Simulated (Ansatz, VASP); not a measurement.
CaO: VASP beside Ansatz

Contents of POSCAR:

```
CaO
1.0
    0.0000000000      2.4763951520      2.7895354835
    2.4763951520      0.0000000000      2.7895354835
    2.4763951520      2.4763951520      0.0000000000
Ca O
1 1
Direct
    0.0000000000      0.0000000000      0.0000000000
    0.2500000000      0.2500000000      0.2500000000
```

Contents of INCAR.step1:

```
SYSTEM = CaO
PREC     = Accurate       ! precision mode
ENCUT    = 520            ! plane-wave cutoff, eV
ISMEAR   = 0              ! smearing method
SIGMA    = 0.01           ! smearing width, eV
LREAL    = .FALSE.        ! projectors in reciprocal space
LASPH    = .TRUE.         ! aspherical terms in the spheres
NELM     = 60             ! most SCF steps
NBANDS   = 15             ! bands
GGA      = PE             ! functional
ALGO     = Normal         ! electronic algorithm
EDIFF    = 1E-4           ! SCF threshold, eV
LWAVE    = .TRUE.         ! write WAVECAR
LCHARG   = .FALSE.        ! write CHGCAR
```

File INCAR.step2:

```
SYSTEM = CaO
PREC     = Accurate       ! precision mode
ENCUT    = 520            ! plane-wave cutoff, eV
EDIFF    = 1E-7           ! SCF threshold, eV
ISMEAR   = 0              ! smearing method
SIGMA    = 0.01           ! smearing width, eV
LREAL    = .FALSE.        ! projectors in reciprocal space
LASPH    = .TRUE.         ! aspherical terms in the spheres
NELM     = 60             ! most SCF steps
ALGO     = Normal         ! electronic algorithm
ISIF     = 2              ! what is computed and relaxed
LWAVE    = .FALSE.        ! write WAVECAR
LCHARG   = .TRUE.         ! write CHGCAR
METAGGA  = R2SCAN         ! meta-GGA
LMIXTAU  = .TRUE.       
LELF     = .TRUE.         ! ELF
LVHAR    = .TRUE.       
NBANDS   = 15             ! bands
ISTART   = 1
```

KPOINTS

```
Automatic mesh
0
G
  8 8 8
  0 0 0
```

Input for Ansatz:

```yaml
crystal:
  lattice:
    - [0.0, 2.476395152, 2.7895354835]
    - [2.476395152, 0.0, 2.7895354835]
    - [2.476395152, 2.476395152, 0.0]
  atoms:
    - { symbol: Ca, position: [0.0, 0.0, 0.0] }
    - { symbol: O, position: [0.25, 0.25, 0.25] }
kpoints:
  mp_grid: { grid: [8, 8, 8] }
  band_path:
    path:
      - [0.0, 0.0, 0.0]
      - [-0.5, -0.5, 0.0]
      - [-0.375, -0.375, 0.25]
      - [-0.375, 0.0, 0.375]
      - [0.0, 0.0, 0.5]
      - [-0.5, -0.25, 0.25]
    npoints: 1
hamiltonian:
  xc: r2scan
scf:
  occupations: { method: fixed }
  n_extra_bands: 4
output:
  forces: true
  stress: true
  eigenvalues: true
  write_density: true
  write_potential: true
  elf: true
  volumetric_format: npy
```

Change from the starting cell: epitaxial_xy strain -5.0%.

Alike in both runs: task single point; functional r2SCAN; k mesh 8 × 8 × 8; no spin polarisation.

|  | VASP | Ansatz |
| --- | --- | --- |
| version | VASP 6.6.1 | Ansatz 0.2.0 |
| potentials or method | VASP PAW PBE potentials, release 64 (Ca_sv, O) | plane waves, PAW |
| plane-wave cutoff (eV) | 520 | 500 |
| occupations | gaussian, width 0.01 eV | fixed |
| valence electrons in the cell | 16 | 16 |

|  | VASP | Ansatz | Ansatz less VASP |
| --- | --- | --- | --- |
| gap on the k mesh at the Fermi level (eV) | 3.71 | 3.74 | +0.027 |
| pressure (GPa) | 3.3 | 2.3 | -1.02 |
| traceless stress, the component that is largest in VASP (GPa) | -2.11 | -2.28 | -0.178 |

VASP's potentials were made for PBE, not for r2SCAN.
